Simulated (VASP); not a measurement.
A run of VASP 6.6.1:

INCAR

```
PREC = Accurate ; ENCUT = 600
EDIFF = 1E-7 ; ISMEAR = -1
SIGMA = 0.05 ; LREAL = F
LASPH = T ; NELM = 60
ALGO = Normal ; ISIF = 3
LWAVE = F ; LCHARG = F
IBRION = 2 ; NSW = 60
EDIFFG = -0.01
```

File KPOINTS:

```
Automatic mesh
0
Gamma
  8 8 3
```

POSCAR

```
ReSbN
1.0
    3.4321230000      0.0000000000      0.0000000000
    0.0000000000      3.4321230000      0.0000000000
    0.0000000000      0.0000000000      8.5926270000
Re Sb N
2 2 2
Direct
    0.0000000000      0.5000000000      0.8732410000
    0.5000000000      0.0000000000      0.1267590000
    0.0000000000      0.5000000000      0.3334580000
    0.5000000000      0.0000000000      0.6665420000
    0.0000000000      0.0000000000      0.0000000000
    0.5000000000      0.5000000000      0.0000000000
```

Potentials or basis: VASP PAW LDA potentials, release 64 (Re, Sb, N).

Launch:

```console
$ cat potpaw_LDA.64/Re/POTCAR potpaw_LDA.64/Sb/POTCAR potpaw_LDA.64/N/POTCAR > POTCAR
$ mpirun -np 1 vasp_std > vasp.out
```

Hardware: 1 thread of Oxide Virtual Turin-like Processor (shared host).

Task: Estimate the wall time of this run.

Result: It took 20 min on 1 thread of Oxide Virtual Turin-like Processor (shared host), peak memory 0.22 GiB. Counts: scf iterations 135, k points 30, ion steps 16.
